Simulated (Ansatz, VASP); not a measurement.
# Al2BN: VASP beside Ansatz

```
Al B N
1.0
     2.30290    1.32958    2.58457
    -2.30290    1.32958    2.58457
     0.00000   -2.65916    2.58457
Al B N
2 1 1
Cartesian
  0.0000 0.0000 2.0371
  0.0000 0.0000 5.7166
  0.0000 0.0000 0.0000
  0.0000 0.0000 3.8769
```

Alike in both runs: functional PBE; k mesh 6 × 6 × 6; occupations gaussian, width 0.1 eV; no spin polarisation.

Ansatz relaxed the structure, and its values are those at the end. VASP's run is a single point on that final structure, the one shown.

```csv
,VASP,Ansatz
version,VASP 6.6.1,Ansatz 0.2.0
potentials or method,"VASP PAW PBE potentials, release 64 (Al, B, N), cutoff 520 eV","scalar-relativistic, plane waves, PAW"
valence electrons in the cell,14,14
```

```csv
,VASP,Ansatz,Ansatz less VASP
gap on the k mesh at the Fermi level (eV),none,none,-
pressure (GPa),-0.1,0.0,+0.12
rms of the force components (eV/Å),0.007,0.006,-0.0013
```

A gap of «none» marks a metal or a gap that the smearing closes.
